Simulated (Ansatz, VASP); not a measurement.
## Two plane-wave programs on SiBiS

Contents of INCAR:

```
PREC = Accurate ; ENCUT = 600
EDIFF = 1E-6 ; ISMEAR = 0
SIGMA = 0.1 ; LREAL = False
LASPH = True ; NELM = 60
ALGO = Normal ; ISIF = 3
LWAVE = False ; LCHARG = False
GGA = PE ; IBRION = 2
NSW = 90 ; EDIFFG = -0.04
```

The input KPOINTS:

```
regular mesh
0
Gamma
  3 3 4
```

Contents of POSCAR:

```
SiBiS
1.0
    6.2442795900      0.0000000000      0.0000000000
   -3.1221398000      5.4077047500      0.0000000000
    0.0000000000      0.0000000000      4.7678107000
Si Bi S
2 2 2
Direct
    0.3333333300      0.6666666700      0.7500000000
    0.6666666700      0.3333333300      0.2500000000
    0.3333333300      0.6666666700      0.2500000000
    0.6666666700      0.3333333300      0.7500000000
    0.0000000000      0.0000000000      0.0000000000
    0.0000000000      0.0000000000      0.5000000000
```

Input for Ansatz:

```yaml
crystal:
  lattice:
    - [6.24427959, 0.0, 0.0]
    - [-3.1221398, 5.40770475, 0.0]
    - [0.0, 0.0, 4.7678107]
  atoms:
    - { symbol: Si, position: [0.33333333, 0.66666667, 0.75] }
    - { symbol: Si, position: [0.66666667, 0.33333333, 0.25] }
    - { symbol: Bi, position: [0.33333333, 0.66666667, 0.25] }
    - { symbol: Bi, position: [0.66666667, 0.33333333, 0.75] }
    - { symbol: S, position: [0.0, 0.0, 0.0] }
    - { symbol: S, position: [0.0, 0.0, 0.5] }
basis:
  ecutwfc: 420
kpoints:
  mp_grid: { grid: [3, 3, 4] }
hamiltonian:
  xc: pbe
scf:
  occupations: { method: gaussian, width: 0.1 }
  lower_state_search: "off"
output:
  forces: true
  stress: true
  eigenvalues: true
relax:
  adjacent_minimum: "off"
  f_tol: 0.04
  max_steps: 70
  cell: { stress_tol: 0.4 }
```

Alike in both runs: task relaxation of cell and atoms; functional PBE; k mesh 3 × 3 × 4; occupations gaussian, width 0.1 eV; no spin polarisation.

|  | VASP | Ansatz |
| --- | --- | --- |
| version | VASP 6.6.1 | Ansatz 0.2.0 |
| potentials or method | VASP PAW PBE potentials, release 64 (Si, Bi_d, S), cutoff 600 eV | scalar-relativistic, plane waves, PAW |
| valence electrons in the cell | 50 | 50 |

```csv
,VASP,Ansatz,Ansatz less VASP
"gap on the k mesh at the Fermi level, each at its own relaxed structure (eV)",none,none,-
relaxed volume (Å³/atom),21.31,21.30,-0.007
relaxed cell length with the largest relative difference (Å),5.599,5.593,-0.0060
```

A gap of «none» marks a metal or a gap that the smearing closes.

The k mesh is coarse, so the values compare programs but aren't converged. Spin-orbit coupling is off throughout. Noted on VASP's run: the volume moved by over 15 % at a fixed basis, so the end points are rough.
